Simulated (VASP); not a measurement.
# HfN (P6_3/mmc) in VASP: settings compared

Aim: see how the results for HfN move with the level of theory and the settings. Levels: PBE+U, PBE+D3(BJ), PBE. Tasks: single point.

Everything below comes from runs of VASP 6.6.1. Logs are shortened: lines on timing, memory, paths and dates and some standing lists are left out, and cuts for length are marked.

**1. The cell of the first run**

It takes space group P6_3/mmc (No. 194, hexagonal). The conventional cell has a = 3.134 Å, b = 3.134 Å, c = 5.417 Å, α = 90.00°, β = 90.00°, γ = 120.00°. Hf (site symmetry -6m2) has 6 N at 2.26 Å within 3.0 Å. N (site symmetry -3m) has 6 Hf at 2.26 Å and 2 N at 2.71 Å within 3.0 Å.

**2. Single point, PBE+U**

INCAR

```
SYSTEM = HfN
PREC = Accurate
ENCUT = 600
EDIFF = 1E-6
ISMEAR = 0
SIGMA = 0.1
LREAL = .False.
LASPH = .True.
NELM = 200
ALGO = Normal
ISIF = 2
LWAVE = .False.
LCHARG = .True.
LMAXMIX = 4
LDAU = .True.
LDAUTYPE = 1
LDAUL = 2 -1
LDAUU = 7.8 0
LDAUJ = 0.59 0
LDAUPRINT = 1
GGA = PE
LELF = .True.
LVHAR = .True.
ISYM = 0
NBANDS = 23
GGA_COMPAT = .False.
```

KPOINTS

```
Automatic mesh
0
Gamma
  3 3 1
  0.5 0.5 0.5
```

POSCAR

```
HfN
1.0
    3.1339080219      0.0000000000      0.0000000000
   -1.5669540110      2.7140439601      0.0000000000
    0.0000000000      0.0000000000      5.4167677200
Hf N
2 2
Direct
    0.6666666667      0.3333333333      0.7500000000
    0.3333333333      0.6666666667      0.2500000000
    0.0000000000      0.0000000000      0.0000000000
    0.0000000000      0.0000000000      0.5000000000
```

Potentials or basis: VASP PAW PBE potentials, release 64 (Hf_pv, N).

The run is started by

```
$ cat potpaw_PBE.64/Hf_pv/POTCAR potpaw_PBE.64/N/POTCAR > POTCAR
$ mpirun -np 1 vasp_std > vasp.out
```

OUTCAR:

```text
SYSTEM = HfN
   PREC = Accurate
   ENCUT = 600
   EDIFF = 1E-6
   ISMEAR = 0
   LREAL = .False.
   LASPH = .True.
   NELM = 200
   ISIF = 2
   GGA = PE
   ISYM = 0

 ion  position               nearest neighbor table
   1  0.667  0.333  0.750-   3 2.26   4 2.26   3 2.26   4 2.26   3 2.26   4 2.26   2 3.26   2 3.26
                             2 3.26   2 3.26   2 3.26   2 3.26
   2  0.333  0.667  0.250-   3 2.26   4 2.26   3 2.26   4 2.26   3 2.26   4 2.26   1 3.26   1 3.26
                             1 3.26   1 3.26   1 3.26   1 3.26
   3  0.000  0.000  0.000-   1 2.26   2 2.26   1 2.26   2 2.26   1 2.26   2 2.26
   4  0.000  0.000  0.500-   1 2.26   2 2.26   1 2.26   2 2.26   1 2.26   2 2.26

IMPORTANT INFORMATION: All symmetrisations will be switched off!
NOSYMM: (Re-)initialisation of all symmetry stuff for point group C_1.

----------------------------------------------------------------------------------------

                                     Primitive cell

  volume of cell :      46.0727

  direct lattice vectors                    reciprocal lattice vectors
     3.133908022  0.000000000  0.000000000     0.319090411  0.184226935  0.000000000
    -1.566954011  2.714043960  0.000000000     0.000000000  0.368453870  0.000000000
     0.000000000  0.000000000  5.416767720     0.000000000  0.000000000  0.184611940

  length of vectors
     3.133908022  3.133908022  5.416767720     0.368453870  0.368453870  0.184611940

  position of ions in fractional coordinates (direct lattice)
     0.666666667  0.333333333  0.750000000
     0.333333333  0.666666667  0.250000000
     0.000000000  0.000000000  0.000000000
     0.000000000  0.000000000  0.500000000

  ion indices of the primitive-cell ions
   primitive index   ion index
                 1           1
                 2           2
                 3           3
                 4           4

----------------------------------------------------------------------------------------

 KPOINTS: Automatic mesh

Automatic generation of k-mesh.
 Grid dimensions read from file:
 generate k-points for:    3    3    1

 Generating k-lattice:

  Cartesian coordinates                     Fractional coordinates (reciprocal lattice)
     0.106363470  0.061408978  0.000000000     0.333333333  0.000000000  0.000000000
     0.000000000  0.122817957  0.000000000     0.000000000  0.333333333  0.000000000
     0.000000000  0.000000000  0.184611940     0.000000000  0.000000000  1.000000000

  Length of vectors
     0.122817957  0.122817957  0.184611940

  Shift w.r.t. Gamma in fractional coordinates (k-lattice)
     0.500000000  0.500000000  0.500000000

 Subroutine IBZKPT returns following result:
 ===========================================

 Found     15 irreducible k-points:

 Following reciprocal coordinates:
            Coordinates               Weight
  0.166667  0.166667  0.500000      2.000000
 -0.166667  0.333333  0.500000      2.000000
 -0.333333  0.166667  0.500000      2.000000
  0.500000  0.166667  0.500000      2.000000
 -0.166667 -0.333333  0.500000      2.000000
  0.333333  0.500000  0.500000      2.000000
  0.500000 -0.333333  0.500000      2.000000
  0.166667  0.500000  0.500000      2.000000
 -0.333333 -0.166667  0.500000      2.000000
[... 54 lines left out ...]
   LHFCALC =     F    Hartree Fock is set to
   AEXX    =    0.0000 exact exchange contribution
   IVDW    =     0    specifies the selected vdW correction
   LEPSILON=     F    determine dielectric tensor
   LRPA    =     F    only Hartree local field effects (RPA)
 non-spin polarized calculation
 Gauss-broadening in eV      SIGMA  =   0.10
  energy-cutoff  :      600.00
  volume of cell :       46.07
 maximum number of plane-waves:      1558
 NGX is ok and might be reduce to    28
   NGX = 13   NGY = 13   NGZ = 21

atom =   1  type =  1  l = 2

 onsite density matrix

spin component  1

  0.1655  0.0000 -0.0000 -0.0000 -0.0000
  0.0000  0.1405  0.0000  0.0000 -0.0000
 -0.0000  0.0000  0.1376 -0.0000  0.0000
 -0.0000  0.0000 -0.0000  0.1405  0.0000
 -0.0000 -0.0000  0.0000  0.0000  0.1655

spin component  2

  0.1655  0.0000 -0.0000 -0.0000 -0.0000
  0.0000  0.1405  0.0000  0.0000 -0.0000
 -0.0000  0.0000  0.1376 -0.0000  0.0000
 -0.0000  0.0000 -0.0000  0.1405  0.0000
 -0.0000 -0.0000  0.0000  0.0000  0.1655

 occupancies and eigenvectors

  o =  0.1376  v =  0.0001 -0.0018  1.0000  0.0017 -0.0002  0.0000  0.0000  0.0000  0.0000  0.0000      0.0000  0.0000  0.0000  0.0000  0.0000  0.0000  0.0000  0.0000  0.0000  0.0000
  o =  0.1376  v =  0.0000  0.0000  0.0000  0.0000  0.0000  0.0001 -0.0018  1.0000  0.0017 -0.0002      0.0000  0.0000  0.0000  0.0000  0.0000  0.0000  0.0000  0.0000  0.0000  0.0000
  o =  0.1405  v =  0.0002 -0.9078 -0.0023  0.4194 -0.0001  0.0000  0.0000  0.0000  0.0000  0.0000      0.0000  0.0000  0.0000  0.0000  0.0000  0.0000  0.0000  0.0000  0.0000  0.0000
  o =  0.1405  v =  0.0000  0.0000  0.0000  0.0000  0.0000  0.0002 -0.9078 -0.0023  0.4194 -0.0001      0.0000  0.0000  0.0000  0.0000  0.0000  0.0000  0.0000  0.0000  0.0000  0.0000
  o =  0.1405  v =  0.0001  0.4194 -0.0008  0.9078 -0.0000  0.0000  0.0000  0.0000  0.0000  0.0000      0.0000  0.0000  0.0000  0.0000  0.0000  0.0000  0.0000  0.0000  0.0000  0.0000
  o =  0.1405  v =  0.0000  0.0000  0.0000  0.0000  0.0000  0.0001  0.4194 -0.0008  0.9078 -0.0000      0.0000  0.0000  0.0000  0.0000  0.0000  0.0000  0.0000  0.0000  0.0000  0.0000
  o =  0.1655  v =  0.0000  0.0000  0.0000  0.0000  0.0000 -0.5241 -0.0000 -0.0001  0.0001 -0.8516      0.0000  0.0000  0.0000  0.0000  0.0000  0.0000  0.0000  0.0000  0.0000  0.0000
  o =  0.1655  v = -0.5241 -0.0000 -0.0001  0.0001 -0.8516  0.0000  0.0000  0.0000  0.0000  0.0000      0.0000  0.0000  0.0000  0.0000  0.0000  0.0000  0.0000  0.0000  0.0000  0.0000
  o =  0.1655  v = -0.8516 -0.0002  0.0002  0.0002  0.5241  0.0000  0.0000  0.0000  0.0000  0.0000      0.0000  0.0000  0.0000  0.0000  0.0000  0.0000  0.0000  0.0000  0.0000  0.0000
  o =  0.1655  v =  0.0000  0.0000  0.0000  0.0000  0.0000 -0.8516 -0.0002  0.0002  0.0002  0.5241      0.0000  0.0000  0.0000  0.0000  0.0000  0.0000  0.0000  0.0000  0.0000  0.0000

atom =   2  type =  1  l = 2

 onsite density matrix

spin component  1

  0.1655  0.0000 -0.0000 -0.0000  0.0000
  0.0000  0.1405  0.0000 -0.0000 -0.0000
 -0.0000  0.0000  0.1376 -0.0000 -0.0000
 -0.0000 -0.0000 -0.0000  0.1405  0.0000
  0.0000 -0.0000 -0.0000  0.0000  0.1655

spin component  2

  0.1655  0.0000 -0.0000 -0.0000  0.0000
  0.0000  0.1405  0.0000 -0.0000 -0.0000
 -0.0000  0.0000  0.1376 -0.0000 -0.0000
 -0.0000 -0.0000 -0.0000  0.1405  0.0000
  0.0000 -0.0000 -0.0000  0.0000  0.1655

 occupancies and eigenvectors

  o =  0.1376  v = -0.0001  0.0018 -1.0000 -0.0017 -0.0001  0.0000  0.0000  0.0000  0.0000  0.0000      0.0000  0.0000  0.0000  0.0000  0.0000  0.0000  0.0000  0.0000  0.0000  0.0000
  o =  0.1376  v =  0.0000  0.0000  0.0000  0.0000  0.0000 -0.0001  0.0018 -1.0000 -0.0017 -0.0001      0.0000  0.0000  0.0000  0.0000  0.0000  0.0000  0.0000  0.0000  0.0000  0.0000
  o =  0.1405  v = -0.0001 -0.5370  0.0005 -0.8436 -0.0000  0.0000  0.0000  0.0000  0.0000  0.0000      0.0000  0.0000  0.0000  0.0000  0.0000  0.0000  0.0000  0.0000  0.0000  0.0000
  o =  0.1405  v =  0.0000  0.0000  0.0000  0.0000  0.0000 -0.0001 -0.5370  0.0005 -0.8436 -0.0000      0.0000  0.0000  0.0000  0.0000  0.0000  0.0000  0.0000  0.0000  0.0000  0.0000
  o =  0.1405  v =  0.0000  0.0000  0.0000  0.0000  0.0000  0.0002 -0.8436 -0.0024  0.5370 -0.0001      0.0000  0.0000  0.0000  0.0000  0.0000  0.0000  0.0000  0.0000  0.0000  0.0000
  o =  0.1405  v =  0.0002 -0.8436 -0.0024  0.5370 -0.0001  0.0000  0.0000  0.0000  0.0000  0.0000      0.0000  0.0000  0.0000  0.0000  0.0000  0.0000  0.0000  0.0000  0.0000  0.0000
  o =  0.1655  v =  0.0000  0.0000  0.0000  0.0000  0.0000 -0.8641 -0.0001 -0.0000  0.0002  0.5033      0.0000  0.0000  0.0000  0.0000  0.0000  0.0000  0.0000  0.0000  0.0000  0.0000
  o =  0.1655  v = -0.8641 -0.0001 -0.0000  0.0002  0.5033  0.0000  0.0000  0.0000  0.0000  0.0000      0.0000  0.0000  0.0000  0.0000  0.0000  0.0000  0.0000  0.0000  0.0000  0.0000
  o =  0.1655  v =  0.5033  0.0000 -0.0001 -0.0001  0.8641  0.0000  0.0000  0.0000  0.0000  0.0000      0.0000  0.0000  0.0000  0.0000  0.0000  0.0000  0.0000  0.0000  0.0000  0.0000
  o =  0.1655  v =  0.0000  0.0000  0.0000  0.0000  0.0000  0.5033  0.0000 -0.0001 -0.0001  0.8641      0.0000  0.0000  0.0000  0.0000  0.0000  0.0000  0.0000  0.0000  0.0000  0.0000

 number of electron      29.9999998 magnetization

 Free energy of the ion-electron system (eV)
  ---------------------------------------------------
  ext. energy  EPLUGINS =         0.00000000
  ---------------------------------------------------
  free energy    TOTEN  =       -32.93866124 eV

  energy without entropy =      -32.86651473  energy(sigma->0) =      -32.90258798

 E-fermi :   8.8875     XC(G=0): -12.7663

 val. band max:        8.8823406453   @ k =   0.5000  -0.3333   0.5000
 cond. band min:       9.6464832236   @ k =  -0.1667   0.1667   0.5000
 fundamental gap:      0.7641425783
 Fermi energy:         8.8874502727

 k-point     1 :       0.1667    0.1667    0.5000
  band No.  band energies     occupation
      1     -23.9450      2.00000
      2     -23.9449      2.00000
      3     -23.6238      2.00000
      4     -23.6237      2.00000
      5     -23.4427      2.00000
      6     -23.4422      2.00000
[... 379 lines left out ...]
     22      15.6766      0.00000
     23      17.0770      0.00000

------------------------ aborting loop because EDIFF is reached ----------------------------------------

  FORCE on cell =-STRESS in cart. coord.  units (eV):
  Direction    XX          YY          ZZ          XY          YZ          ZX
  --------------------------------------------------------------------------------------
  -------------------------------------------------------------------------------------
  Total       10.7504711     10.7505105     11.9586618      0.0000674     -0.0000390      0.0000782
  in kB      373.8477255    373.8490965    415.8625668      0.0023437     -0.0013552      0.0027183
  external PRESSURE =     387.8531296 kB  Pullay stress =       0.0000000 kB

 VOLUME and BASIS-vectors are now :
 -----------------------------------------------------------------------------
  energy-cutoff  :      600.00
  volume of cell :       46.07
      direct lattice vectors                 reciprocal lattice vectors
     3.133908022  0.000000000  0.000000000     0.319090411  0.184226935  0.000000000
    -1.566954011  2.714043960  0.000000000     0.000000000  0.368453870  0.000000000
     0.000000000  0.000000000  5.416767720     0.000000000  0.000000000  0.184611940

 POSITION                                       TOTAL-FORCE (eV/Angst)
 -----------------------------------------------------------------------------------
      1.56695      0.90468      4.06258         0.000071     -0.000095      0.000698
     -0.00000      1.80936      1.35419         0.000017     -0.000074     -0.000629
      0.00000      0.00000      0.00000        -0.000046      0.000084     -0.000176
      0.00000      0.00000      2.70838        -0.000041      0.000084      0.000107
 -----------------------------------------------------------------------------------
    total drift:                                0.000006      0.000001     -0.000235

  FREE ENERGIE OF THE ION-ELECTRON SYSTEM (eV)
  ---------------------------------------------------
  free  energy   TOTEN  =       -32.9386612429 eV

  energy  without entropy=      -32.8665147262  energy(sigma->0) =      -32.90258798
```

Run time: 32 s. Hardware: 1 thread of Intel Xeon 6975P-C, shared host; peak memory 0.19 GiB.

What came out:

```
Free energy            : -32.9387 eV
Pressure               : 38.8 GPa
Band gap on the k mesh : zero (band 15 reaches 9.65 eV, above the bottom of band 16 at 8.50 eV)
```

Eigenvalues of the final occupation matrices:
```tsv
site	spin	trace	eigenvalues
site 1 d	1	0.75	0.14 0.14 0.14 0.17 0.17
site 1 d	2	0.75	0.14 0.14 0.14 0.17 0.17
site 2 d	1	0.75	0.14 0.14 0.14 0.17 0.17
site 2 d	2	0.75	0.14 0.14 0.14 0.17 0.17
```

Caveat: the k points lie up to 1.16 Å⁻¹ apart; spin-orbit coupling is left out, which moves the levels of the heavy elements; U without spin polarisation on a metal has little footing.

(Continued in part 2 of 3.)
